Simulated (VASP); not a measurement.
Write the native input for VASP 6.6.1 that does the following.

```yaml
Task: single point
Functional: PBE
Potentials_or_basis: VASP PAW PBE potentials, release 64 (Cd, S)
Cutoff: 520 eV
k_mesh: 6 × 6 × 4
Occupations: gaussian, width 0.01 eV
Spin: no spin polarisation
Dipole_correction: no
Further_INCAR_settings: ALGO = Normal; EDIFF = 1e-06; NBANDS = 26
```

The structure of CdS (Greenockite) lies in POSCAR:

```
CdS
1.0
    4.1500000000      0.0000000000      0.0000000000
   -2.0750000000      3.5940054300      0.0000000000
    0.0000000000      0.0000000000      6.7370000000
Cd S
2 2
Direct
    0.3393574297      0.6666666667      0.0000000000
    0.6666666667      0.3333333333      0.5000000000
    0.3333333333      0.6666666667      0.3750000000
    0.6666666667      0.3333333333      0.8750000000
```

One way to write it, as run:

INCAR

```
ALGO = Normal
EDIFF = 1E-6
ENCUT = 520
GGA = PE
ISIF = 2
ISMEAR = 0
LASPH = True
LCHARG = True
LELF = True
LREAL = False
LVHAR = True
LWAVE = False
NBANDS = 26
NELM = 80
PREC = Accurate
SIGMA = 0.01
```

KPOINTS

```
k-points
0
Gamma
  6 6 4
```

Potentials or basis: VASP PAW PBE potentials, release 64 (Cd, S).

Launch:

```sh
$ cat potpaw_PBE.64/Cd/POTCAR potpaw_PBE.64/S/POTCAR > POTCAR
$ mpirun -np 1 vasp_std > vasp.out
```

Results of the run:

| Item | Value |
| --- | --- |
| Pressure | 2.4 GPa |
| Largest force | 0.142 eV/Å |
| Band gap on the k mesh | 1.20 eV, direct |

Wall time 62 s on 1 thread of Intel(R) Xeon(R) 6975P-C (Granite Rapids), with other jobs on the host, peak memory 0.32 GiB.
